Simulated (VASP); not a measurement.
Write the native input for VASP 6.6.1 that does the following.

| Item | Value |
| --- | --- |
| Task | single point |
| Functional | HSE06 |
| Potentials or basis | VASP PAW PBE potentials, release 64 (Ag, I) |
| Cutoff | 400 eV |
| k mesh | 6 × 6 × 6 |
| Occupations | gaussian, width 0.01 eV |
| Spin | no spin polarisation |
| Dipole correction | no |
| Grid for exact exchange (PRECFOCK) | Normal |
| Further INCAR settings | ALGO = Normal; EDIFF = 1e-06; NBANDS = 16 |
| Share of exact exchange | 0.25 |
| Screening parameter | 0.2079 1/Å |

Crystal: AgI.

```xyz
2
Lattice="-2.3243 2.3243 3.2908 2.3243 -2.3243 3.2908 2.3243 2.3243 -3.2908" Properties=species:S:1:pos:R:3 pbc="T T T"
Ag    2.3243    0.0000    1.6454
I     0.0000    0.0000    0.0000
```

These files were run (other wordings do the same):

POSCAR

```
AgI
1.0
   -2.3243249452      2.3243249452      3.2907520921
    2.3243249452     -2.3243249452      3.2907520921
    2.3243249452      2.3243249452     -3.2907520921
Ag I
1 1
Direct
    0.2500000000      0.7500000000      0.5000000000
    0.0000000000      0.0000000000      0.0000000000
```

INCAR.step1

```
SYSTEM = AgI
PREC = Accurate ; ENCUT = 400
EDIFF = 1E-5 ; ISMEAR = 0
SIGMA = 0.01 ; LREAL = .FALSE.
LASPH = .TRUE. ; NELM = 120
ALGO = Normal ; ISIF = 2
LWAVE = .TRUE. ; NBANDS = 16
GGA = PE ; GGA_COMPAT = .FALSE.
KPAR = 4
```

INCAR.step2

```
SYSTEM = AgI
PREC = Accurate ; ENCUT = 400
EDIFF = 1E-6 ; ISMEAR = 0
SIGMA = 0.01 ; LREAL = .FALSE.
LASPH = .TRUE. ; NELM = 120
ALGO = Normal ; ISIF = 2
LWAVE = .FALSE. ; LCHARG = .TRUE.
GGA = PE ; LHFCALC = .TRUE.
HFSCREEN = 0.2079 ; PRECFOCK = Normal
LVHAR = .TRUE. ; NBANDS = 16
ISTART = 1 ; GGA_COMPAT = .FALSE.
KPAR = 4
```

KPOINTS

```
Automatic mesh
0
G
  6 6 6
  0 0 0
```

Potentials or basis: VASP PAW PBE potentials, release 64 (Ag, I).

Launch:

```console
$ cat potpaw_PBE.64/Ag/POTCAR potpaw_PBE.64/I/POTCAR > POTCAR
$ cp INCAR.step1 INCAR
$ mpirun -np 4 vasp_std > vasp.out
$ cp INCAR.step2 INCAR
$ mpirun -np 4 vasp_std > vasp.out
```

It gave:

```
Pressure               : 0.3 GPa
Band gap on the k mesh : 2.47 eV
```

Caveat: the PAW data sets were made with another functional, which shifts forces and pressure a little; spin-orbit coupling is left out, which moves the levels of the heavy elements.

It took 31 min on 4 MPI ranks on Oxide Virtual Turin-like Processor, on a shared host, peak memory 0.26 GiB a rank.
